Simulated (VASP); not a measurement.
# C in VASP: single point with PBE

Aim: the single point of C with PBE.

Program: VASP 6.6.1. These are calculated values, not measurements. Logs are shortened: lines on timing, memory, paths and dates and some standing lists are left out, and cuts for length are marked.

## 1. The cell of the first run

The cell holds a slab with vacuum, 2 atoms: a = 2.482 Å, b = 2.428 Å, c = 12.000 Å, α = 90.00°, β = 90.00°, γ = 120.74°.

## 2. Single point, PBE

Input file INCAR:

```
PREC     = Accurate       # precision mode
ENCUT    = 520            # plane-wave cutoff, eV
EDIFF    = 1E-6           # SCF threshold, eV
ISMEAR   = 0              # smearing method
SIGMA    = 0.02           # smearing width, eV
LREAL    = F              # projectors in reciprocal space
LASPH    = T              # aspherical terms in the spheres
NELM     = 120            # most SCF steps
ALGO     = Normal         # electronic algorithm
ISIF     = 2              # what is computed and relaxed
LWAVE    = F              # write WAVECAR
LCHARG   = T              # write CHGCAR
GGA      = PE             # functional
LELF     = T              # ELF
LVHAR    = T            
NBANDS   = 11             # bands
GGA_COMPAT= F            
NELMDL   = -8
```

Input file KPOINTS:

```
Automatic mesh
0
Gamma
  4 4 1
  0.5 0.5 0
```

Input file POSCAR:

```
C
1.0
    2.4823000000      0.0000000000      0.0000000000
   -1.2411500000      2.0871212231      0.0000000000
    0.0000000000      0.0000000000     12.0000000000
C
2
Direct
    0.0000000000      0.0000000000      0.0000000000
    0.3333333333      0.6666666667      0.0000000000
```

Potentials or basis: VASP PAW PBE potentials, release 64 (C).

Command:

```
cat potpaw_PBE.64/C/POTCAR > POTCAR
mpirun -np 1 vasp_std > vasp.out
```

OUTCAR:

```text
PREC = Accurate
   ENCUT = 520
   EDIFF = 1E-6
   ISMEAR = 0
   LREAL = F
   LASPH = T
   NELM = 120
   ISIF = 2
   GGA = PE
   NELMDL = -8

 ion  position               nearest neighbor table
   1  0.000  0.000  0.000-   2 1.39   2 1.42   2 1.42
   2  0.333  0.667  0.000-   1 1.39   1 1.42   1 1.42

  Warning from LATTYP: Monoclinic adjustment (A1->A3, A2->A1, A3->A2)!
  LATTYP: Found a base centered orthorhombic cell.
 ALAT       =     2.4823000000
 B/A-ratio  =     1.6816027258
 C/A-ratio  =     4.8342263224

  Lattice vectors:

 A1 = (   1.2411500000,  -2.0871212231,   0.0000000000)
 A2 = (   1.2411500000,   2.0871212231,   0.0000000000)
 A3 = (   0.0000000000,   0.0000000000,  12.0000000000)

Analysis of symmetry for initial positions (statically):
=====================================================================
 Subroutine PRICEL returns:
 Original cell was already a primitive cell.

 Routine SETGRP: Setting up the symmetry group for a
 base centered orthorhombic supercell.

 Subroutine GETGRP returns: Found  8 space group operations
 (whereof  4 operations were pure point group operations)
 out of a pool of  8 trial point group operations.

The static configuration has the point symmetry C_2v.
 The point group associated with its full space group is D_2h.

Analysis of symmetry for dynamics (positions and initial velocities):
=====================================================================
 Subroutine PRICEL returns:
 Original cell was already a primitive cell.

 Routine SETGRP: Setting up the symmetry group for a
 base centered orthorhombic supercell.

 Subroutine GETGRP returns: Found  8 space group operations
 (whereof  4 operations were pure point group operations)
 out of a pool of  8 trial point group operations.

The dynamic configuration has the point symmetry C_2v.
 The point group associated with its full space group is D_2h.

 Subroutine INISYM returns: Found  8 space group operations
 (whereof  4 operations are pure point group operations),
 and found     1 'primitive' translations

----------------------------------------------------------------------------------------

                                     Primitive cell

  volume of cell :      62.1703

  direct lattice vectors                    reciprocal lattice vectors
     2.482300000  0.000000000  0.000000000     0.402852194  0.239564427  0.000000000
    -1.241150000  2.087121223  0.000000000     0.000000000  0.479128854  0.000000000
     0.000000000  0.000000000 12.000000000     0.000000000  0.000000000  0.083333333

  length of vectors
     2.482300000  2.428276822 12.000000000     0.468701402  0.479128854  0.083333333

  position of ions in fractional coordinates (direct lattice)
     0.000000000  0.000000000  0.000000000
     0.333333333  0.666666667  0.000000000

  ion indices of the primitive-cell ions
   primitive index   ion index
                 1           1
                 2           2

----------------------------------------------------------------------------------------

 KPOINTS: Automatic mesh

Automatic generation of k-mesh.
 Grid dimensions read from file:
 generate k-points for:    4    4    1

 Generating k-lattice:

  Cartesian coordinates                     Fractional coordinates (reciprocal lattice)
     0.100713048  0.059891107  0.000000000     0.250000000  0.000000000  0.000000000
     0.000000000  0.119782214  0.000000000     0.000000000  0.250000000  0.000000000
     0.000000000  0.000000000  0.083333333     0.000000000  0.000000000  1.000000000

  Length of vectors
     0.117175351  0.119782214  0.083333333

  Shift w.r.t. Gamma in fractional coordinates (k-lattice)
     0.500000000  0.500000000  0.000000000

 Subroutine IBZKPT returns following result:
 ===========================================

 Found      8 irreducible k-points:

 Following reciprocal coordinates:
            Coordinates               Weight
  0.125000  0.125000  0.000000      4.000000
  0.375000  0.125000  0.000000      4.000000
 -0.375000  0.125000  0.000000      4.000000
 -0.125000  0.125000  0.000000      4.000000
  0.125000  0.375000  0.000000      4.000000
  0.375000  0.375000  0.000000      4.000000
 -0.375000  0.375000  0.000000      4.000000
 -0.125000  0.375000  0.000000      4.000000
   k-points           NKPTS =      8   k-points in BZ     NKDIM =      8   number of bands    NBANDS=     11
   number of dos      NEDOS =    301   number of ions     NIONS =      2
   total plane-waves  NPLWV =  29160
   dimension x,y,z NGX =    18 NGY =   18 NGZ =   90
   dimension x,y,z NGXF=    36 NGYF=   36 NGZF=  180
   ions per type =               2
   NGX,Y,Z   is equivalent  to a cutoff of  12.06, 12.32, 12.47 a.u.
   NGXF,Y,Z  is equivalent  to a cutoff of  24.11, 24.65, 24.94 a.u.
 SYSTEM =  unknown system
   PREC   = accura    normal or accurate (medium, high low for compatibility)
   ISTART =      0    job   : 0-new  1-cont  2-samecut
   ICHARG =      2    charge: 1-file 2-atom 10-const
   ISPIN  =      1    spin polarized calculation?
   LNONCOLLINEAR =      F non collinear calculations
   LSORBIT =      F    spin-orbit coupling
   LASPH  =      T    aspherical Exc in radial PAW
   ENCUT  =  520.0 eV  38.22 Ry    6.18 a.u.   4.62  4.51 22.31*2*pi/ulx,y,z
   NELM   =    120;   NELMIN=  2; NELMDL= -8     # of ELM steps
   EDIFF  = 0.1E-05   stopping-criterion for ELM
   LREAL  =      F    real-space projection
   EDIFFG = 0.1E-04   stopping-criterion for IOM
   NSW    =      0    number of steps for IOM
   IBRION =     -1    ionic relax: 0-MD 1-quasi-New 2-CG
   NFREE  =      0    steps in history (QN), initial steepest desc. (CG)
   ISIF   =      2    stress and relaxation
   ISYM   =      2    0-nonsym 1-usesym 2-fastsym
   POTIM  = 0.5000    time-step for ionic-motion
   TEBEG  =    0.0;   TEEND  =   0.0 temperature during run
   PSTRESS=    0.0 pullay stress
   NELECT =       8.0000    total number of electrons
   NUPDOWN=      -1.0000    fix difference up-down
   EMIN   =  10.00;   EMAX   =-10.00  energy-range for DOS
   EFERMI =   0.00;   METHOD = LEGACY
   ISMEAR =     0;   SIGMA  =   0.02  broadening in eV -4-tet -1-fermi 0-gaus
   EFERMI_NEDOS =   21; number of points for ismear=-14 and -15
   IALGO  =     38    algorithm
   IMIX   =      4    mixing-type and parameters
     AMIX     =   0.40;   BMIX     =  1.00
     AMIX_MAG =   1.60;   BMIX_MAG =  1.00
  volume/ion in A,a.u.               =      31.09       209.77
  Fermi-wavevector in a.u.,A,eV,Ry     =   0.826502  1.561862  9.294209  0.683105
  Thomas-Fermi vector in A             =   1.938545
   LORBIT       =      0    0 simple, 1 ext, 2 COOP (PROOUT), +10 PAW based schemes
   GGA     = PE    functional components
   LHFCALC =     F    Hartree Fock is set to
   AEXX    =    0.0000 exact exchange contribution
   IVDW    =     0    specifies the selected vdW correction
   LEPSILON=     F    determine dielectric tensor
   LRPA    =     F    only Hartree local field effects (RPA)
 non-spin polarized calculation
 Gauss-broadening in eV      SIGMA  =   0.02
  energy-cutoff  :      520.00
  volume of cell :       62.17
 maximum number of plane-waves:      1697
 NGX is ok and might be reduce to    18
   NGX =  9   NGY =  9   NGZ = 45

 number of electron       7.9999998 magnetization

 Free energy of the ion-electron system (eV)
  ---------------------------------------------------
  ext. energy  EPLUGINS =         0.00000000
  ---------------------------------------------------
  free energy    TOTEN  =       -18.41498361 eV

  energy without entropy =      -18.41498361  energy(sigma->0) =      -18.41498361

 E-fermi :  -2.6352     XC(G=0):  -3.5861

 val. band max:       -2.8111462771   @ k =   0.3750   0.3750   0.0000
 cond. band min:      -0.5922336184   @ k =   0.3750   0.3750   0.0000
 fundamental gap:      2.2189126587
 Fermi energy:        -2.6351989477

 k-point     1 :       0.1250    0.1250    0.0000
  band No.  band energies     occupation
      1     -20.2355      2.00000
      2      -8.0788      2.00000
      3      -7.9476      2.00000
      4      -6.7827      2.00000
      5       3.0383      0.00000
      6       4.1811      0.00000
      7       5.0375      0.00000
      8       6.7503      0.00000
      9       7.6299      0.00000
     10       8.1216      0.00000
     11       9.1566      0.00000

 k-point     2 :       0.3750    0.1250    0.0000
  band No.  band energies     occupation
      1     -16.7047      2.00000
      2     -13.8890      2.00000
      3      -8.9834      2.00000
      4      -4.3214      2.00000
      5       0.5794      0.00000
      6       7.8848      0.00000
      7       8.1054      0.00000
      8       9.0929      0.00000
      9      10.1332      0.00000
     10      11.5266      0.00000
     11      11.8025      0.00000

 k-point     3 :      -0.3750    0.1250    0.0000
  band No.  band energies     occupation
      1     -18.8624      2.00000
      2     -10.6804      2.00000
      3      -8.3661      2.00000
      4      -6.4974      2.00000
      5       3.6918      0.00000
      6       4.9464      0.00000
      7       6.0845      0.00000
      8       6.9581      0.00000
      9       8.2490      0.00000
     10       9.8809      0.00000
     11      11.2461      0.00000

 k-point     4 :      -0.1250    0.1250    0.0000
  band No.  band energies     occupation
      1     -21.0014      2.00000
      2      -8.9909      2.00000
      3      -6.1444      2.00000
      4      -5.3367      2.00000
      5       1.9853      0.00000
      6       3.1334      0.00000
      7       3.9773      0.00000
      8       6.8830      0.00000
      9       7.1026      0.00000
     10       8.3504      0.00000
     11       8.4288      0.00000

 k-point     5 :       0.1250    0.3750    0.0000
  band No.  band energies     occupation
      1     -16.5376      2.00000
      2     -13.6773      2.00000
      3      -9.4332      2.00000
      4      -4.0692      2.00000
      5       0.6025      0.00000
      6       6.8051      0.00000
      7       8.2521      0.00000
      8       9.1930      0.00000
      9      10.3163      0.00000
     10      11.7740      0.00000
     11      12.1144      0.00000

 k-point     6 :       0.3750    0.3750    0.0000
  band No.  band energies     occupation
      1     -15.2209      2.00000
      2     -14.1225      2.00000
      3     -11.4377      2.00000
      4      -2.8111      2.00000
      5      -0.5922      0.00000
      6       9.3320      0.00000
      7      10.4464      0.00000
      8      10.9756      0.00000
      9      11.2468      0.00000
     10      12.2194      0.00000
     11      12.7032      0.00000

 k-point     7 :      -0.3750    0.3750    0.0000
  band No.  band energies     occupation
      1     -18.1213      2.00000
      2     -12.5191      2.00000
      3      -7.6075      2.00000
      4      -5.7191      2.00000
      5       2.1727      0.00000
      6       5.9647      0.00000
      7       6.5230      0.00000
      8       7.1652      0.00000
      9       8.0416      0.00000
     10      10.9539      0.00000
     11      12.2586      0.00000

 k-point     8 :      -0.1250    0.3750    0.0000
  band No.  band energies     occupation
      1     -18.7257      2.00000
      2     -10.5963      2.00000
      3      -8.5735      2.00000
      4      -6.3237      2.00000
      5       3.6997      0.00000
      6       5.1336      0.00000
      7       6.2527      0.00000
      8       7.0927      0.00000
      9       7.3083      0.00000
     10      10.0400      0.00000
     11      11.4193      0.00000

------------------------ aborting loop because EDIFF is reached ----------------------------------------

  FORCE on cell =-STRESS in cart. coord.  units (eV):
  Direction    XX          YY          ZZ          XY          YZ          ZX
  --------------------------------------------------------------------------------------
  -------------------------------------------------------------------------------------
  Total        0.1191880      2.4975894     -0.0107457      0.0000000      0.0000000      0.0000000
  in kB        3.0715670     64.3648025     -0.2769256      0.0000000      0.0000000      0.0000000
  external PRESSURE =      22.3864813 kB  Pullay stress =       0.0000000 kB

 VOLUME and BASIS-vectors are now :
 -----------------------------------------------------------------------------
  energy-cutoff  :      520.00
  volume of cell :       62.17
      direct lattice vectors                 reciprocal lattice vectors
     2.482300000  0.000000000  0.000000000     0.402852194  0.239564427  0.000000000
    -1.241150000  2.087121223  0.000000000     0.000000000  0.479128854  0.000000000
     0.000000000  0.000000000 12.000000000     0.000000000  0.000000000  0.083333333

 POSITION                                       TOTAL-FORCE (eV/Angst)
 -----------------------------------------------------------------------------------
      0.00000      0.00000      0.00000        -0.000000      0.031753      0.000000
     -0.00000      1.39141      0.00000         0.000000     -0.031753      0.000000
 -----------------------------------------------------------------------------------
    total drift:                                0.000000     -0.000000     -0.000000

  FREE ENERGIE OF THE ION-ELECTRON SYSTEM (eV)
  ---------------------------------------------------
  free  energy   TOTEN  =       -18.4149836122 eV

  energy  without entropy=      -18.4149836122  energy(sigma->0) =      -18.41498361
```

Wall time 15 s (1 thread of AMD EPYC 7R13, shared host); peak memory 0.13 GiB.

Results:

```
Free energy   : -18.4150 eV
Largest force : 0.032 eV/Å
```

Forces in eV/Å, atoms in the order of the input:
```
C    0.000  0.032  0.000
C    0.000 -0.032  0.000
```

Caveat: the k points lie up to 0.74 Å⁻¹ apart.
